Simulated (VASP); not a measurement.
Write the native input for VASP 6.6.1 that does the following.

```yaml
Task: single point
Functional: LDA
Potentials_or_basis: VASP PAW LDA potentials, release 64 (H, La)
Cutoff: 520 eV
k_mesh: 8 × 8 × 8
Occupations: gaussian, width 0.05 eV
Spin: no spin polarisation
Dipole_correction: no
Further_INCAR_settings: ALGO = Normal; EDIFF = 1e-06; NBANDS = 15
```

The structure of LaH3 lies in POSCAR:

```
LaH3
1.0
   -1.9353370142      1.9353370142      2.7814413729
    1.9353370142     -1.9353370142      2.7814413729
    1.9353370142      1.9353370142     -2.7814413729
H La
3 1
Direct
    0.7500000000      0.2500000000      0.5000000000
    0.2500000000      0.7500000000      0.5000000000
    0.5000000000      0.5000000000      0.0000000000
    0.0000000000      0.0000000000      0.0000000000
```

This cell differs from its parent crystal: volume scaled by 1.02.

These files were run (other wordings do the same):

INCAR

```
SYSTEM = LaH3
PREC = Accurate
ENCUT = 520
EDIFF = 1E-6
ISMEAR = 0
SIGMA = 0.05
LREAL = .False.
LASPH = .True.
NELM = 80
ALGO = Normal
ISIF = 2
LWAVE = .False.
LCHARG = .True.
LELF = .True.
LVHAR = .True.
NBANDS = 15
```

KPOINTS

```
regular mesh
0
Gamma
  8 8 8
  0 0 0
```

Potentials or basis: VASP PAW LDA potentials, release 64 (H, La).

Command:

```console
$ cat potpaw_LDA.64/H/POTCAR potpaw_LDA.64/La/POTCAR > POTCAR
$ mpirun -np 1 vasp_std > vasp.out
```

Results of the run:

```
Pressure               : -1.9 GPa
Band gap on the k mesh : zero (band 7 reaches 8.10 eV, above the bottom of band 8 at 7.93 eV)
```

Caveat: spin-orbit coupling is left out, which moves the levels of the heavy elements.

Run time: 22 s on 1 thread of Intel(R) Xeon(R) 6975P-C (Granite Rapids) (shared host), peak memory 0.19 GiB.
